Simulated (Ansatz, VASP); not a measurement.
# SiNi2: VASP beside Ansatz

```
Si Ni
1.0
     3.81044    0.00000    0.00000
    -1.90522    3.29993    0.00000
     0.00000    0.00000    5.06449
Si Ni
2 4
Direct
  0.33333 0.66667 0.75000
  0.66667 0.33333 0.25000
  0.00000 0.00000 0.00000
  0.00000 0.00000 0.50000
  0.33333 0.66667 0.25000
  0.66667 0.33333 0.75000
```

Change from the starting cell: strain -0.015 along x and y, +0.030 along z, atoms carried along.

Alike in both runs: task single point; functional PBEsol; k mesh 12 × 12 × 10; occupations gaussian, width 0.15 eV; no spin polarisation.

|  | VASP | Ansatz |
| --- | --- | --- |
| version | VASP 6.6.1 | Ansatz 0.2.0 |
| potentials or method | VASP PAW PBE potentials, release 64 (Si, Ni), cutoff 520 eV | scalar-relativistic, plane waves, PAW |
| valence electrons in the cell | 48 | 80 |

|  | VASP | Ansatz | Ansatz less VASP |
| --- | --- | --- | --- |
| gap on the k mesh at the Fermi level (eV) | none | none | - |
| pressure (GPa) | 2.2 | 1.7 | -0.46 |
| traceless stress, the component that is largest in VASP (GPa) | -7.88 | -7.71 | +0.170 |

VASP's potentials were made for PBE, not for PBEsol. A gap of «none» marks a metal or a gap that the smearing closes. With one functional, cell and mesh, what is left measures potentials, basis and numerics. VASP's potentials hold 48 valence electrons a cell and Ansatz's 80, so a difference there can come from the potentials and not from the codes.
